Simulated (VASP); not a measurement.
Crystal: PbS (Galena).

```xyz
2
Lattice="0.0000 2.9657 2.9657 2.9657 0.0000 2.9657 2.9657 2.9657 0.0000" Properties=species:S:1:pos:R:3 pbc="T T T"
Pb    0.0000    0.0000    0.0000
S     2.9657    2.9657    2.9657
```

* Program: VASP 6.6.1
* Task: relaxation of cell and atoms
* Functional: BLYP
* Potentials or basis: VASP PAW PBE potentials, release 64 (Pb_d, S)
* Cutoff: 600 eV
* k mesh: 8 × 8 × 8
* Occupations: fermi-dirac, width 0.05 eV
* Spin: no spin polarisation

At the start: pressure 6.0 GPa; volume 26.09 Å³/atom.

**Question.** Where does the relaxation end?

**Answer.** Over 3 steps the energy falls by 48.7 meV/atom and the volume is 28.91 Å³/atom (+10.8 %); space group Fm-3m (No. 225, to 0.05 Å).

The path:
| step | energy change (eV) | largest force (eV/Å) | pressure (GPa) | volume (Å³) |
| --- | --- | --- | --- | --- |
| 1 | 0.0000 | 0.0000 | 6.01 | 52.17 |
| 2 | -0.0873 | 0.0000 | -1.52 | 59.92 |
| 3 | -0.0974 | 0.0000 | 0.03 | 57.83 |

Final structure:
```
Pb S
1.0
     0.00000    3.06926    3.06926
     3.06926    0.00000    3.06926
     3.06926    3.06926    0.00000
Pb S
1 1
Direct
  0.00000 0.00000 0.00000
  0.50000 0.50000 0.50000
```

Caveat: the PAW data sets were made with another functional, which shifts forces and pressure a little; the volume moved by +11 % from the deposited cell, more than functionals usually miss.
